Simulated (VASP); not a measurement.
Wanted: the native input for a VASP 6.6.1 run.

| Property | Result |
| --- | --- |
| Task | relaxation of cell and atoms |
| Functional | PBE |
| Potentials or basis | VASP PAW PBE potentials, release 64 (Si, N) |
| Cutoff | 600 eV |
| k mesh | 10 × 10 × 10 |
| Occupations | gaussian, width 0.1 eV |
| Spin | no spin polarisation |
| Dipole correction | no |
| Further INCAR settings | ALGO = Normal; EDIFF = 1e-07; IBRION = 2; EDIFFG = -0.01; NSW = 100; ISIF = 3 |

The structure of Si2N lies in POSCAR:

```
Si2N
1.0
    4.2001186323      0.0000000000      0.0000000000
    0.0000000000      4.2001186323      0.0000000000
    0.0000000000      0.0000000000      4.2001186323
Si N
4 2
Direct
    0.2500000000      0.2500000000      0.2500000000
    0.2500000000      0.7500000000      0.7500000000
    0.7500000000      0.7500000000      0.2500000000
    0.7500000000      0.2500000000      0.7500000000
    0.0000000000      0.0000000000      0.0000000000
    0.5000000000      0.5000000000      0.5000000000
```

One way to write it, as run:

INCAR

```
SYSTEM = Si2N
ALGO = Normal ; EDIFF = 1E-7
EDIFFG = -0.01 ; ENCUT = 600
GGA = PE ; IBRION = 2
ISIF = 3 ; ISMEAR = 0
LASPH = .True. ; LCHARG = .False.
LREAL = .False. ; LWAVE = .False.
NELM = 100 ; NSW = 100
PREC = Accurate ; SIGMA = 0.1
```

KPOINTS

```
k-points
0
Gamma
  10 10 10
  0 0 0
```

Potentials or basis: VASP PAW PBE potentials, release 64 (Si, N).

The run is started by

```sh
$ cat potpaw_PBE.64/Si/POTCAR potpaw_PBE.64/N/POTCAR > POTCAR
$ mpirun -np 1 vasp_std > vasp.out
```

Results of the run:

```
Relaxed volume                         : 12.37 Å³/atom
Relaxed cell                           : a = 4.203 Å, b = 4.203 Å, c = 4.203 Å, α = 90.00°, β = 90.00°, γ = 90.00°
Space group after relaxing (to 0.05 Å) : Pn-3m (No. 224)
Energy gained by relaxing              : 0.0 meV/atom
Ionic steps                            : 2
Pressure after relaxing                : -0.1 GPa
Band gap on the k mesh                 : zero (band 13 reaches 11.10 eV, above the bottom of band 14 at 7.87 eV)
```

It took 68 s on 1 thread of Intel(R) Xeon(R) 6975P-C (Granite Rapids) (shared host), peak memory 0.23 GiB.
